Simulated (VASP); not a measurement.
# AlN (P6_3mc) in VASP: notebook

The runs below take AlN through single point, with PBEsol.

Everything below comes from runs of VASP 6.6.1. Logs are shortened: lines on timing, memory, paths and dates and some standing lists are left out, and cuts for length are marked.

### Step 1. The cell of the first run

Symmetry: P6_3mc, No. 186, hexagonal system. The conventional cell has a = 3.363 Å, b = 3.363 Å, c = 4.585 Å, α = 90.00°, β = 90.00°, γ = 120.00°. Within 2.3 Å of Al (site symmetry 3m) lie 4 N at 1.75 to 2.02 Å. Within 2.3 Å of N (site symmetry 3m) lie 4 Al at 1.75 to 2.02 Å.

### Step 2. Single point, PBEsol (strain +0.080 along x and y, -0.080 along z)

INCAR

```
  PREC = Accurate
  ENCUT = 600
  EDIFF = 1E-6
  ISMEAR = 0
  SIGMA = 0.05
  LREAL = F
  LASPH = T
  NELM = 120
  ALGO = Normal
  ISIF = 2
  LWAVE = F
  LCHARG = F
  GGA = PS
  NBANDS = 16
  GGA_COMPAT = F
```

KPOINTS

```
regular mesh
0
Gamma
  12 12 6
```

POSCAR

```
AlN
1.0
    3.3627880581      0.0000000000      0.0000000000
   -1.6813940290      2.9122598858      0.0000000000
    0.0000000000      0.0000000000      4.5847432227
Al N
2 2
Direct
    0.3333333333      0.6666666667      0.0015080761
    0.6666666667      0.3333333333      0.5015080761
    0.3333333333      0.6666666667      0.3834919239
    0.6666666667      0.3333333333      0.8834919239
```

Potentials or basis: VASP PAW PBE potentials, release 64 (Al, N).

The run is started by

```bash
$ cat potpaw_PBE.64/Al/POTCAR potpaw_PBE.64/N/POTCAR > POTCAR
$ mpirun -np 1 vasp_std > vasp.out
```

OUTCAR:

```text
PREC = Accurate
   ENCUT = 600
   EDIFF = 1E-6
   ISMEAR = 0
   LREAL = F
   LASPH = T
   NELM = 120
   ISIF = 2
   GGA = PS

 ion  position               nearest neighbor table
   1  0.333  0.667  0.002-   3 1.75   4 2.02   4 2.02   4 2.02   2 3.00   2 3.00   2 3.00   2 3.00
                             2 3.00   2 3.00
   2  0.667  0.333  0.502-   4 1.75   3 2.02   3 2.02   3 2.02   1 3.00   1 3.00   1 3.00   1 3.00
                             1 3.00   1 3.00
   3  0.333  0.667  0.383-   1 1.75   2 2.02   2 2.02   2 2.02
   4  0.667  0.333  0.883-   2 1.75   1 2.02   1 2.02   1 2.02

  LATTYP: Found a hexagonal cell.
 ALAT       =     3.3627880581
 C/A-ratio  =     1.3633756108

  Lattice vectors:

 A1 = (   3.3627880581,   0.0000000000,   0.0000000000)
 A2 = (  -1.6813940290,   2.9122598858,   0.0000000000)
 A3 = (   0.0000000000,   0.0000000000,   4.5847432227)

Analysis of symmetry for initial positions (statically):
=====================================================================
 Subroutine PRICEL returns:
 Original cell was already a primitive cell.

 Routine SETGRP: Setting up the symmetry group for a
 hexagonal supercell.

 Subroutine GETGRP returns: Found 12 space group operations
 (whereof  6 operations were pure point group operations)
 out of a pool of 24 trial point group operations.

The static configuration has the point symmetry C_3v.
 The point group associated with its full space group is C_6v.

Analysis of symmetry for dynamics (positions and initial velocities):
=====================================================================
 Subroutine PRICEL returns:
 Original cell was already a primitive cell.

 Routine SETGRP: Setting up the symmetry group for a
 hexagonal supercell.

 Subroutine GETGRP returns: Found 12 space group operations
 (whereof  6 operations were pure point group operations)
 out of a pool of 24 trial point group operations.

The dynamic configuration has the point symmetry C_3v.
 The point group associated with its full space group is C_6v.

 Subroutine INISYM returns: Found 12 space group operations
 (whereof  6 operations are pure point group operations),
 and found     1 'primitive' translations

----------------------------------------------------------------------------------------

                                     Primitive cell

  volume of cell :      44.8998

  direct lattice vectors                    reciprocal lattice vectors
     3.362788058  0.000000000  0.000000000     0.297372294  0.171687974  0.000000000
    -1.681394029  2.912259886  0.000000000     0.000000000  0.343375948  0.000000000
     0.000000000  0.000000000  4.584743223     0.000000000  0.000000000  0.218114723

  length of vectors
     3.362788058  3.362788058  4.584743223     0.343375948  0.343375948  0.218114723

  position of ions in fractional coordinates (direct lattice)
     0.333333333  0.666666667  0.001508076
     0.666666667  0.333333333  0.501508076
     0.333333333  0.666666667  0.383491924
     0.666666667  0.333333333  0.883491924

  ion indices of the primitive-cell ions
   primitive index   ion index
                 1           1
                 2           2
                 3           3
                 4           4

----------------------------------------------------------------------------------------

 KPOINTS: regular mesh

Automatic generation of k-mesh.
 Grid dimensions read from file:
 generate k-points for:   12   12    6

 Generating k-lattice:

  Cartesian coordinates                     Fractional coordinates (reciprocal lattice)
     0.024781025  0.014307331  0.000000000     0.083333333  0.000000000  0.000000000
     0.000000000  0.028614662  0.000000000     0.000000000  0.083333333  0.000000000
     0.000000000  0.000000000  0.036352454     0.000000000  0.000000000  0.166666667

  Length of vectors
     0.028614662  0.028614662  0.036352454

  Shift w.r.t. Gamma in fractional coordinates (k-lattice)
     0.000000000  0.000000000  0.000000000

 Subroutine IBZKPT returns following result:
 ===========================================

 Found     76 irreducible k-points:

 Following reciprocal coordinates:
            Coordinates               Weight
  0.000000  0.000000  0.000000      1.000000
  0.083333 -0.000000  0.000000      6.000000
  0.166667 -0.000000  0.000000      6.000000
  0.250000 -0.000000  0.000000      6.000000
  0.333333 -0.000000  0.000000      6.000000
  0.416667 -0.000000  0.000000      6.000000
[... 16 lines left out ...]
  0.250000 -0.000000  0.166667     12.000000
  0.333333 -0.000000  0.166667     12.000000
 [... further k-points ...]
   k-points           NKPTS =     76   k-points in BZ     NKDIM =     76   number of bands    NBANDS=     16
   number of dos      NEDOS =    301   number of ions     NIONS =      4
   total plane-waves  NPLWV =  31360
   dimension x,y,z NGX =    28 NGY =   28 NGZ =   40
   dimension x,y,z NGXF=    56 NGYF=   56 NGZF=   80
   ions per type =               2   2
   NGX,Y,Z   is equivalent  to a cutoff of  13.84, 13.84, 14.50 a.u.
   NGXF,Y,Z  is equivalent  to a cutoff of  27.68, 27.68, 29.01 a.u.
 SYSTEM =  unknown system
   PREC   = accura    normal or accurate (medium, high low for compatibility)
   ISTART =      0    job   : 0-new  1-cont  2-samecut
   ICHARG =      2    charge: 1-file 2-atom 10-const
   ISPIN  =      1    spin polarized calculation?
   LNONCOLLINEAR =      F non collinear calculations
   LSORBIT =      F    spin-orbit coupling
   LASPH  =      T    aspherical Exc in radial PAW
   ENCUT  =  600.0 eV  44.10 Ry    6.64 a.u.   6.72  6.72  9.16*2*pi/ulx,y,z
   NELM   =    120;   NELMIN=  2; NELMDL= -5     # of ELM steps
   EDIFF  = 0.1E-05   stopping-criterion for ELM
   LREAL  =      F    real-space projection
   EDIFFG = 0.1E-04   stopping-criterion for IOM
   NSW    =      0    number of steps for IOM
   IBRION =     -1    ionic relax: 0-MD 1-quasi-New 2-CG
   NFREE  =      0    steps in history (QN), initial steepest desc. (CG)
   ISIF   =      2    stress and relaxation
   ISYM   =      2    0-nonsym 1-usesym 2-fastsym
   POTIM  = 0.5000    time-step for ionic-motion
   TEBEG  =    0.0;   TEEND  =   0.0 temperature during run
   PSTRESS=    0.0 pullay stress
   NELECT =      16.0000    total number of electrons
   NUPDOWN=      -1.0000    fix difference up-down
   EMIN   =  10.00;   EMAX   =-10.00  energy-range for DOS
   EFERMI =   0.00;   METHOD = LEGACY
   ISMEAR =     0;   SIGMA  =   0.05  broadening in eV -4-tet -1-fermi 0-gaus
   EFERMI_NEDOS =   21; number of points for ismear=-14 and -15
   IALGO  =     38    algorithm
   IMIX   =      4    mixing-type and parameters
     AMIX     =   0.40;   BMIX     =  1.00
     AMIX_MAG =   1.60;   BMIX_MAG =  1.00
  volume/ion in A,a.u.               =      11.22        75.75
  Fermi-wavevector in a.u.,A,eV,Ry     =   1.160646  2.193304 18.328410  1.347100
  Thomas-Fermi vector in A             =   2.297227
   LORBIT       =      0    0 simple, 1 ext, 2 COOP (PROOUT), +10 PAW based schemes
   GGA     = PS    functional components
   LHFCALC =     F    Hartree Fock is set to
   AEXX    =    0.0000 exact exchange contribution
   IVDW    =     0    specifies the selected vdW correction
   LEPSILON=     F    determine dielectric tensor
   LRPA    =     F    only Hartree local field effects (RPA)
 non-spin polarized calculation
 Gauss-broadening in eV      SIGMA  =   0.05
  energy-cutoff  :      600.00
  volume of cell :       44.90
 maximum number of plane-waves:      1530
 NGX is ok and might be reduce to    28
   NGX = 13   NGY = 13   NGZ = 19

 number of electron      16.0000000 magnetization

 Free energy of the ion-electron system (eV)
  ---------------------------------------------------
  ext. energy  EPLUGINS =         0.00000000
  ---------------------------------------------------
  free energy    TOTEN  =       -30.34750119 eV

  energy without entropy =      -30.34750119  energy(sigma->0) =      -30.34750119

 E-fermi :   5.8037     XC(G=0): -10.7730

 val. band max:        5.5923762459   @ k =   0.0000   0.0000   0.0000
 cond. band min:       8.7891611714   @ k =   0.0000   0.0000   0.0000
 fundamental gap:      3.1967849254
 Fermi energy:         5.8036921030

 k-point     1 :       0.0000    0.0000    0.0000
  band No.  band energies     occupation
      1      -9.4135      2.00000
      2      -6.8191      2.00000
      3       0.1374      2.00000
      4       3.9457      2.00000
      5       3.9457      2.00000
      6       5.1065      2.00000
[... 8 lines left out ...]
     15      17.2303      0.00000
     16      18.3207      0.00000

 k-point     2 :       0.0833   -0.0000    0.0000
  band No.  band energies     occupation
      1      -9.3420      2.00000
      2      -6.8017      2.00000
      3       0.2217      2.00000
      4       3.6045      2.00000
      5       3.8338      2.00000
      6       4.6846      2.00000
[... 8 lines left out ...]
     15      17.3371      0.00000
     16      17.6958      0.00000

 k-point     3 :       0.1667   -0.0000    0.0000
  band No.  band energies     occupation
      1      -9.1339      2.00000
      2      -6.7610      2.00000
      3       0.4698      2.00000
      4       2.7834      2.00000
      5       3.5703      2.00000
      6       3.9248      2.00000
[... 8 lines left out ...]
     15      17.0638      0.00000
     16      17.3056      0.00000

 k-point     4 :       0.2500   -0.0000    0.0000
  band No.  band energies     occupation
      1      -8.8092      2.00000
      2      -6.7315      2.00000
      3       0.8651      2.00000
      4       1.8460      2.00000
      5       3.1682      2.00000
      6       3.2708      2.00000
[... 8 lines left out ...]
     15      16.8381      0.00000
     16      17.3347      0.00000
[... 324 lines left out ...]
 k-point    22 :       0.1667   -0.0000    0.1667
  band No.  band energies     occupation
      1      -9.0115      2.00000
      2      -6.9780      2.00000
      3       0.6788      2.00000
      4       2.9608      2.00000
      5       3.6178      2.00000
      6       3.6591      2.00000
[... 8 lines left out ...]
     15      17.0974      0.00000
     16      17.2974      0.00000

 k-point    23 :       0.2500   -0.0000    0.1667
  band No.  band energies     occupation
      1      -8.6953      2.00000
      2      -6.9049      2.00000
      3       0.7651      2.00000
      4       2.2073      2.00000
      5       2.9227      2.00000
      6       3.3697      2.00000
[... 8 lines left out ...]
     15      17.1982      0.00000
     16      17.3935      0.00000

 k-point    24 :       0.3333   -0.0000    0.1667
  band No.  band energies     occupation
      1      -8.3084      2.00000
      2      -6.8789      2.00000
      3       0.5528      2.00000
      4       1.7796      2.00000
      5       2.5170      2.00000
      6       3.1199      2.00000
[... 8 lines left out ...]
     15      17.5373      0.00000
     16      17.9091      0.00000

 [... further k-points ...]

------------------------ aborting loop because EDIFF is reached ----------------------------------------

  FORCE on cell =-STRESS in cart. coord.  units (eV):
  Direction    XX          YY          ZZ          XY          YZ          ZX
  --------------------------------------------------------------------------------------
  -------------------------------------------------------------------------------------
  Total       -7.4427924     -7.4427924      8.5605623     -0.0000000      0.0000000      0.0000000
  in kB     -265.5839635   -265.5839635    305.4697665     -0.0000000      0.0000000      0.0000000
  external PRESSURE =     -75.2327202 kB  Pullay stress =       0.0000000 kB

 VOLUME and BASIS-vectors are now :
 -----------------------------------------------------------------------------
  energy-cutoff  :      600.00
  volume of cell :       44.90
      direct lattice vectors                 reciprocal lattice vectors
     3.362788058  0.000000000  0.000000000     0.297372294  0.171687974  0.000000000
    -1.681394029  2.912259886  0.000000000     0.000000000  0.343375948  0.000000000
     0.000000000  0.000000000  4.584743223     0.000000000  0.000000000  0.218114723

 POSITION                                       TOTAL-FORCE (eV/Angst)
 -----------------------------------------------------------------------------------
     -0.00000      1.94151      0.00691         0.000000     -0.000000     -2.654665
      1.68139      0.97075      2.29929         0.000000     -0.000000     -2.654665
     -0.00000      1.94151      1.75821         0.000000      0.000000      2.654665
      1.68139      0.97075      4.05058        -0.000000     -0.000000      2.654665
 -----------------------------------------------------------------------------------
    total drift:                               -0.000000      0.000000     -0.000270

  FREE ENERGIE OF THE ION-ELECTRON SYSTEM (eV)
  ---------------------------------------------------
  free  energy   TOTEN  =       -30.3475011866 eV

  energy  without entropy=      -30.3475011866  energy(sigma->0) =      -30.34750119
```

It took 22 s on 1 thread of Intel Xeon 6975P-C (Granite Rapids), shared host; peak memory 0.2 GiB.

What came out:

| Property | Result |
| --- | --- |
| Free energy | -30.3475 eV |
| Pressure | -7.5 GPa |
| Largest force | 2.655 eV/Å |
| Band gap on the k mesh | 3.20 eV |

Forces on the atoms (eV/Å):
```
Al   0.000  0.000 -2.655
Al   0.000  0.000 -2.655
N    0.000  0.000  2.655
N    0.000  0.000  2.655
```

Caveat: the cell differs from its parent crystal (strain +0.080 along x and y, -0.080 along z); the cell stands under tension; the PAW data sets were made with another functional, which shifts forces and pressure a little. A k mesh can miss the band edges.

[end of part 1 of 2]
